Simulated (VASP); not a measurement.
# Sr (Pm-3m) in VASP: further runs

Sr is run at these levels: LDA; tasks: single point.

Everything below comes from runs of VASP 6.6.1. Logs are shortened: lines on timing, memory, paths and dates and some standing lists are left out, and cuts for length are marked.

### 1 The cell of the first run

It takes space group Pm-3m (No. 221, cubic). The conventional cell has a = 3.669 Å, b = 3.669 Å, c = 3.669 Å, α = 90.00°, β = 90.00°, γ = 90.00°. Sr (site symmetry m-3m) has 6 Sr at 3.67 Å within 4.8 Å.

This isn't the form of Sr at room conditions, which is fcc.

### 2 Single point, LDA

Input file INCAR:

```
SYSTEM = Sr
PREC     = Accurate       ! precision mode
ENCUT    = 520            ! plane-wave cutoff, eV
EDIFF    = 1E-6           ! SCF threshold, eV
ISMEAR   = -1             ! smearing method
SIGMA    = 0.1            ! smearing width, eV
LREAL    = .False.        ! projectors in reciprocal space
LASPH    = .True.         ! aspherical terms in the spheres
NELM     = 100            ! most SCF steps
ALGO     = Normal         ! electronic algorithm
ISIF     = 2              ! what is computed and relaxed
LWAVE    = .False.        ! write WAVECAR
LCHARG   = .True.         ! write CHGCAR
GGA      = CA             ! functional
LELF     = .True.         ! ELF
LVHAR    = .True.       
NBANDS   = 11             ! bands
```

Input file KPOINTS:

```
regular mesh
0
Gamma
  8 8 8
  0 0 0
```

Input file POSCAR:

```
Sr
1.0
    3.6686451922      0.0000000000      0.0000000000
    0.0000000000      3.6686451922      0.0000000000
    0.0000000000      0.0000000000      3.6686451922
Sr
1
Direct
    0.0000000000      0.0000000000      0.0000000000
```

Potentials or basis: VASP PAW LDA potentials, release 64 (Sr_sv).

The run is started by

```console
$ cat potpaw_LDA.64/Sr_sv/POTCAR > POTCAR
$ mpirun -np 1 vasp_std > vasp.out
```

OUTCAR:

```text
SYSTEM = Sr
   PREC = Accurate
   ENCUT = 520
   EDIFF = 1E-6
   ISMEAR = -1
   LREAL = .False.
   LASPH = .True.
   NELM = 100
   ISIF = 2
   GGA = CA

 ion  position               nearest neighbor table
   1  0.000  0.000  0.000-

  LATTYP: Found a simple cubic cell.
 ALAT       =     3.6686451922

  Lattice vectors:

 A1 = (   3.6686451922,   0.0000000000,   0.0000000000)
 A2 = (   0.0000000000,   3.6686451922,   0.0000000000)
 A3 = (   0.0000000000,   0.0000000000,   3.6686451922)

Analysis of symmetry for initial positions (statically):
=====================================================================
 Subroutine PRICEL returns:
 Original cell was already a primitive cell.

 Routine SETGRP: Setting up the symmetry group for a
 simple cubic supercell.

 Subroutine GETGRP returns: Found 48 space group operations
 (whereof 48 operations were pure point group operations)
 out of a pool of 48 trial point group operations.

The static configuration has the point symmetry O_h .

Analysis of symmetry for dynamics (positions and initial velocities):
=====================================================================
 Subroutine PRICEL returns:
 Original cell was already a primitive cell.

 Routine SETGRP: Setting up the symmetry group for a
 simple cubic supercell.

 Subroutine GETGRP returns: Found 48 space group operations
 (whereof 48 operations were pure point group operations)
 out of a pool of 48 trial point group operations.

The dynamic configuration has the point symmetry O_h .

 Subroutine INISYM returns: Found 48 space group operations
 (whereof 48 operations are pure point group operations),
 and found     1 'primitive' translations

----------------------------------------------------------------------------------------

                                     Primitive cell

  volume of cell :      49.3761

  direct lattice vectors                    reciprocal lattice vectors
     3.668645192  0.000000000  0.000000000     0.272580189  0.000000000  0.000000000
     0.000000000  3.668645192  0.000000000     0.000000000  0.272580189  0.000000000
     0.000000000  0.000000000  3.668645192     0.000000000  0.000000000  0.272580189

  length of vectors
     3.668645192  3.668645192  3.668645192     0.272580189  0.272580189  0.272580189

  position of ions in fractional coordinates (direct lattice)
     0.000000000  0.000000000  0.000000000

  ion indices of the primitive-cell ions
   primitive index   ion index
                 1           1

----------------------------------------------------------------------------------------

 KPOINTS: regular mesh

Automatic generation of k-mesh.
 Grid dimensions read from file:
 generate k-points for:    8    8    8

 Generating k-lattice:

  Cartesian coordinates                     Fractional coordinates (reciprocal lattice)
     0.034072524  0.000000000  0.000000000     0.125000000  0.000000000  0.000000000
     0.000000000  0.034072524  0.000000000     0.000000000  0.125000000  0.000000000
     0.000000000  0.000000000  0.034072524     0.000000000  0.000000000  0.125000000

  Length of vectors
     0.034072524  0.034072524  0.034072524

  Shift w.r.t. Gamma in fractional coordinates (k-lattice)
     0.000000000  0.000000000  0.000000000

 Subroutine IBZKPT returns following result:
 ===========================================

 Found     35 irreducible k-points:

 Following reciprocal coordinates:
            Coordinates               Weight
  0.000000  0.000000  0.000000      1.000000
  0.125000  0.000000  0.000000      6.000000
  0.250000  0.000000  0.000000      6.000000
  0.375000  0.000000  0.000000      6.000000
  0.500000  0.000000  0.000000      3.000000
  0.125000  0.125000  0.000000     12.000000
[... 16 lines left out ...]
  0.375000  0.375000  0.125000     24.000000
  0.500000  0.375000  0.125000     24.000000
 [... further k-points ...]
   k-points           NKPTS =     35   k-points in BZ     NKDIM =     35   number of bands    NBANDS=     11
   number of dos      NEDOS =    301   number of ions     NIONS =      1
   total plane-waves  NPLWV =  21952
   dimension x,y,z NGX =    28 NGY =   28 NGZ =   28
   dimension x,y,z NGXF=    56 NGYF=   56 NGZF=   56
   ions per type =               1
   NGX,Y,Z   is equivalent  to a cutoff of  12.69, 12.69, 12.69 a.u.
   NGXF,Y,Z  is equivalent  to a cutoff of  25.38, 25.38, 25.38 a.u.
 SYSTEM =  Sr
   PREC   = accura    normal or accurate (medium, high low for compatibility)
   ISTART =      0    job   : 0-new  1-cont  2-samecut
   ICHARG =      2    charge: 1-file 2-atom 10-const
   ISPIN  =      1    spin polarized calculation?
   LNONCOLLINEAR =      F non collinear calculations
   LSORBIT =      F    spin-orbit coupling
   LASPH  =      T    aspherical Exc in radial PAW
   ENCUT  =  520.0 eV  38.22 Ry    6.18 a.u.   6.82  6.82  6.82*2*pi/ulx,y,z
   NELM   =    100;   NELMIN=  2; NELMDL= -5     # of ELM steps
   EDIFF  = 0.1E-05   stopping-criterion for ELM
   LREAL  =      F    real-space projection
[... 7 lines left out ...]
   TEBEG  =    0.0;   TEEND  =   0.0 temperature during run
   PSTRESS=    0.0 pullay stress
   NELECT =      10.0000    total number of electrons
   NUPDOWN=      -1.0000    fix difference up-down
   EMIN   =  10.00;   EMAX   =-10.00  energy-range for DOS
   EFERMI =   0.00;   METHOD = LEGACY
   ISMEAR =    -1;   SIGMA  =   0.10  broadening in eV -4-tet -1-fermi 0-gaus
   EFERMI_NEDOS =   21; number of points for ismear=-14 and -15
   IALGO  =     38    algorithm
   IMIX   =      4    mixing-type and parameters
     AMIX     =   0.40;   BMIX     =  1.00
     AMIX_MAG =   1.60;   BMIX_MAG =  1.00
  volume/ion in A,a.u.               =      49.38       333.21
  Fermi-wavevector in a.u.,A,eV,Ry     =   0.961396  1.816776 12.575632  0.924283
  Thomas-Fermi vector in A             =   2.090765
   LORBIT       =      0    0 simple, 1 ext, 2 COOP (PROOUT), +10 PAW based schemes
   GGA     = CA    functional components
   LHFCALC =     F    Hartree Fock is set to
   AEXX    =    0.0000 exact exchange contribution
   IVDW    =     0    specifies the selected vdW correction
   LEPSILON=     F    determine dielectric tensor
   LRPA    =     F    only Hartree local field effects (RPA)
 non-spin polarized calculation
  energy-cutoff  :      520.00
  volume of cell :       49.38
 maximum number of plane-waves:      1357
 NGX is ok and might be reduce to    28
   NGX = 13   NGY = 13   NGZ = 13

 number of electron      10.0000000 magnetization

 Free energy of the ion-electron system (eV)
  ---------------------------------------------------
  ext. energy  EPLUGINS =         0.00000000
  ---------------------------------------------------
  free energy    TOTEN  =        -1.53270956 eV

  energy without entropy =       -1.49520583  energy(sigma->0) =       -1.51395769

 E-fermi :   1.5936     XC(G=0):  -7.8851

 val. band max:        1.5888795982   @ k =   0.5000   0.1250   0.0000
 cond. band min:       1.6372942612   @ k =   0.5000   0.2500   0.1250
 fundamental gap:      0.0484146630
 Fermi energy:         1.5936280149

 k-point     1 :       0.0000    0.0000    0.0000
  band No.  band energies     occupation
      1     -34.8013      2.00000
      2     -16.6884      2.00000
      3     -16.6884      2.00000
      4     -16.6884      2.00000
      5      -1.9576      2.00000
      6       2.1899      0.00513
      7       2.1899      0.00513
      8       7.0905      0.00000
      9       7.0905      0.00000
     10       7.0905      0.00000
     11       9.8653      0.00000

 k-point     2 :       0.1250    0.0000    0.0000
  band No.  band energies     occupation
      1     -34.7963      2.00000
      2     -16.7577      2.00000
      3     -16.6826      2.00000
      4     -16.6826      2.00000
      5      -1.7239      2.00000
      6       2.2701      0.00230
      7       2.3332      0.00123
      8       6.5665      0.00000
      9       6.5665      0.00000
     10       7.1232      0.00000
     11       8.9063      0.00000

 k-point     3 :       0.2500    0.0000    0.0000
  band No.  band energies     occupation
      1     -34.7843      2.00000
      2     -16.9202      2.00000
      3     -16.6684      2.00000
      4     -16.6684      2.00000
      5      -1.0902      2.00000
      6       2.4790      0.00029
      7       2.5209      0.00019
      8       5.7282      0.00000
      9       5.7282      0.00000
     10       7.2041      0.00000
     11       7.8883      0.00000

 k-point     4 :       0.3750    0.0000    0.0000
  band No.  band energies     occupation
      1     -34.7722      2.00000
      2     -17.0767      2.00000
      3     -16.6542      2.00000
      4     -16.6542      2.00000
      5      -0.2258      2.00000
      6       2.1902      0.00512
      7       2.7148      0.00003
      8       5.1265      0.00000
      9       5.1265      0.00000
     10       7.2880      0.00000
     11       8.0538      0.00000
[... 239 lines left out ...]
 k-point    22 :       0.5000    0.2500    0.1250
  band No.  band energies     occupation
      1     -34.7458      2.00000
      2     -17.1001      2.00000
      3     -16.8610      2.00000
      4     -16.6931      2.00000
      5       1.3848      1.77960
      6       1.6373      0.78507
      7       3.6937      0.00000
      8       3.8266      0.00000
      9       5.7088      0.00000
     10       5.7558      0.00000
     11       8.7407      0.00000

 k-point    23 :       0.3750    0.3750    0.1250
  band No.  band energies     occupation
      1     -34.7390      2.00000
      2     -17.0211      2.00000
      3     -17.0144      2.00000
      4     -16.6847      2.00000
      5       1.0528      1.99108
      6       2.3331      0.00123
      7       3.6998      0.00000
      8       4.1146      0.00000
      9       5.4922      0.00000
     10       5.6539      0.00000
     11       8.8908      0.00000

 k-point    24 :       0.5000    0.3750    0.1250
  band No.  band energies     occupation
      1     -34.7341      2.00000
      2     -17.0780      2.00000
      3     -17.0090      2.00000
      4     -16.6786      2.00000
      5       1.1531      1.97587
      6       2.4005      0.00063
      7       3.7221      0.00000
      8       3.9590      0.00000
      9       5.6527      0.00000
     10       6.0072      0.00000
     11       8.6207      0.00000

 [... further k-points ...]

------------------------ aborting loop because EDIFF is reached ----------------------------------------

  FORCE on cell =-STRESS in cart. coord.  units (eV):
  Direction    XX          YY          ZZ          XY          YZ          ZX
  --------------------------------------------------------------------------------------
  -------------------------------------------------------------------------------------
  Total       -0.0024551     -0.0024551     -0.0024551      0.0000000      0.0000000      0.0000000
  in kB       -0.0796632     -0.0796632     -0.0796632      0.0000000      0.0000000      0.0000000
  external PRESSURE =      -0.0796632 kB  Pullay stress =       0.0000000 kB

 VOLUME and BASIS-vectors are now :
 -----------------------------------------------------------------------------
  energy-cutoff  :      520.00
  volume of cell :       49.38
      direct lattice vectors                 reciprocal lattice vectors
     3.668645192  0.000000000  0.000000000     0.272580189  0.000000000  0.000000000
     0.000000000  3.668645192  0.000000000     0.000000000  0.272580189  0.000000000
     0.000000000  0.000000000  3.668645192     0.000000000  0.000000000  0.272580189

 POSITION                                       TOTAL-FORCE (eV/Angst)
 -----------------------------------------------------------------------------------
      0.00000      0.00000      0.00000         0.000000      0.000000      0.000000
 -----------------------------------------------------------------------------------
    total drift:                               -0.000000     -0.000000     -0.000000

  FREE ENERGIE OF THE ION-ELECTRON SYSTEM (eV)
  ---------------------------------------------------
  free  energy   TOTEN  =        -1.5327095594 eV

  energy  without entropy=       -1.4952058259  energy(sigma->0) =       -1.51395769
```

Run time: 8.8 s. Hardware: 1 thread of Intel Xeon Platinum 8488C (Sapphire Rapids), shared host; peak memory 0.14 GiB.

What came out:

```
Free energy            : -1.5327 eV
Pressure               : 0.0 GPa
Band gap on the k mesh : zero (bands 5 and 6 overlap by 0.69 eV)
```

Levels at points of the mesh, in eV from the Fermi level:
```csv
k point,band 1,band 2,band 3,band 4,band 5,band 6,band 7,band 8,band 9,band 10
"(0.00, 0.00, 0.00)",-36.39,-18.28,-18.28,-18.28,-3.55,0.60,0.60,5.50,5.50,5.50
"(0.50, 0.00, 0.00)",-36.36,-18.73,-18.24,-18.24,-1.21,0.09,1.23,3.32,3.32,5.73
"(0.50, 0.50, 0.00)",-36.33,-18.67,-18.67,-18.20,-0.67,0.80,2.85,2.85,3.82,3.82
"(0.50, 0.50, 0.50)",-36.30,-18.61,-18.61,-18.61,0.44,0.44,0.44,4.88,6.09,6.09
```

### 3 Single point, LDA

Input file INCAR:

```
SYSTEM = Sr
PREC = Accurate
ENCUT = 520
EDIFF = 1E-7
ISMEAR = -1
SIGMA = 0.1
LREAL = .False.
LASPH = .True.
NELM = 80
ALGO = Normal
ISIF = 2
LWAVE = .False.
LCHARG = .False.
NBANDS = 11
```

Input file KPOINTS:

```
Automatic mesh
0
Gamma
  14 14 14
  0 0 0
```

POSCAR is that of step 2.

Potentials or basis: VASP PAW LDA potentials, release 64 (Sr_sv).

The run is started by

```console
$ cat potpaw_LDA.64/Sr_sv/POTCAR > POTCAR
$ mpirun -np 1 vasp_std > vasp.out
```

Run time: 39 s. Hardware: 1 thread of Intel Xeon Platinum 8488C (Sapphire Rapids), shared host; peak memory 0.19 GiB.

Results (log left out):

| Item | Value |
| --- | --- |
| Free energy | -1.5337 eV |
| Pressure | -0.1 GPa |
| Band gap on the k mesh | zero (bands 5 and 6 overlap by 0.62 eV) |

Levels at points of the mesh, in eV from the Fermi level:
```
           k point  band 2  band 3  band 4  band 5  band 6  band 7  band 8  band 9
(0.00, 0.00, 0.00)  -18.32  -18.32  -18.32   -3.59    0.56    0.56    5.46    5.46
(0.50, 0.00, 0.00)  -18.77  -18.28  -18.28   -1.25    0.05    1.19    3.28    3.28
(0.50, 0.50, 0.00)  -18.71  -18.71  -18.24   -0.71    0.76    2.81    2.81    3.78
(0.50, 0.50, 0.50)  -18.65  -18.65  -18.65    0.40    0.40    0.40    4.84    6.06
```
